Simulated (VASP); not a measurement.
The system is Mg2Sn.

```
Mg Sn
1.0
     0.00000    3.38015    3.38015
     3.38015    0.00000    3.38015
     3.38015    3.38015    0.00000
Mg Sn
2 1
Cartesian
  1.6901 1.6901 1.6901
  5.0702 5.0702 5.0702
  0.0000 0.0000 0.0000
```

| Item | Value |
| --- | --- |
| Program | VASP 6.6.1 |
| Task | relaxation of cell and atoms |
| Functional | LDA |
| Potentials or basis | VASP PAW LDA potentials, release 64 (Mg, Sn_d) |
| Cutoff | 600 eV |
| k mesh | 12 × 12 × 12 |
| Occupations | gaussian, width 0.1 eV |
| Spin | no spin polarisation |

At the start: pressure -2.1 GPa; volume 25.75 Å³/atom.

Question: How do energy, volume and symmetry change on relaxing?

Answer: Over 3 steps the energy falls by 8.4 meV/atom and the volume is 24.52 Å³/atom (-4.8 %); space group Fm-3m (No. 225, to 0.1 Å) before and after.

Step by step:
| step | energy change (eV) | largest force (eV/Å) | pressure (GPa) | volume (Å³) |
| --- | --- | --- | --- | --- |
| 1 | 0.0000 | 0.0000 | -2.10 | 77.24 |
| 2 | -0.0252 | 0.0000 | 0.01 | 73.53 |
| 3 | -0.0252 | 0.0000 | 0.00 | 73.55 |

Final structure:
```
Mg Sn
1.0
     0.00000    3.32541    3.32541
     3.32541    0.00000    3.32541
     3.32541    3.32541    0.00000
Mg Sn
2 1
Direct
  0.25000 0.25000 0.25000
  0.75000 0.75000 0.75000
  0.00000 0.00000 0.00000
```
